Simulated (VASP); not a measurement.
Set up this calculation in VASP 6.6.1, as the native input.

* Task: single point
* Functional: r2SCAN
* Potentials or basis: VASP PAW PBE potentials, release 64 (Ti_sv, Te)
* Cutoff: 520 eV
* k mesh: 12 × 12 × 8
* Occupations: gaussian, width 0.1 eV
* Spin: no spin polarisation
* Dipole correction: no
* Further INCAR settings: ALGO = Normal; EDIFF = 1e-06; NBANDS = 19

The system is TiTe2.

```
Ti Te
1.0
     3.81620    0.00000    0.00000
    -1.90810    3.30493    0.00000
     0.00000    0.00000    7.25092
Ti Te
1 2
Direct
  0.00000 0.00000 0.00000
  0.66667 0.33333 0.23431
  0.33333 0.66667 0.76569
```

The input as run:

POSCAR

```
TiTe2
1.0
    3.8162047788      0.0000000000      0.0000000000
   -1.9081023894      3.3049302845      0.0000000000
    0.0000000000      0.0000000000      7.2509173267
Ti Te
1 2
Direct
    0.0000000000      0.0000000000      0.0000000000
    0.6666666667      0.3333333333      0.2343069571
    0.3333333333      0.6666666667      0.7656930429
```

INCAR.step1

```
PREC = Accurate ; ENCUT = 520
ISMEAR = 0 ; SIGMA = 0.1
LREAL = F ; LASPH = T
NELM = 100 ; NBANDS = 19
GGA = PE ; ALGO = Normal
EDIFF = 1E-4 ; LWAVE = T
LCHARG = F
```

INCAR.step2

```
PREC = Accurate ; ENCUT = 520
EDIFF = 1E-6 ; ISMEAR = 0
SIGMA = 0.1 ; LREAL = F
LASPH = T ; NELM = 100
ALGO = Normal ; ISIF = 2
LWAVE = F ; LCHARG = F
METAGGA = R2SCAN ; LMIXTAU = T
NBANDS = 19 ; ISTART = 1
```

KPOINTS

```
Automatic mesh
0
Gamma
  12 12 8
```

Potentials or basis: VASP PAW PBE potentials, release 64 (Ti_sv, Te).

Run with:

```bash
$ cat potpaw_PBE.64/Ti_sv/POTCAR potpaw_PBE.64/Te/POTCAR > POTCAR
$ cp INCAR.step1 INCAR
$ mpirun -np 1 vasp_std > vasp.out
$ cp INCAR.step2 INCAR
$ mpirun -np 1 vasp_std > vasp.out
```

It gave:

```json
{
  "Pressure": "-0.5 GPa",
  "Largest force": "0.017 eV/Å",
  "Band gap on the k mesh": "zero (bands 12 and 13 overlap by 0.48 eV)"
}
```

Caveat: the PAW data sets were made with another functional, which shifts forces and pressure a little; spin-orbit coupling is left out, which moves the levels of the heavy elements.

It took 5.7 min on 1 thread of Intel(R) Xeon(R) 6975P-C (Granite Rapids), with other jobs on the host, peak memory 0.36 GiB.
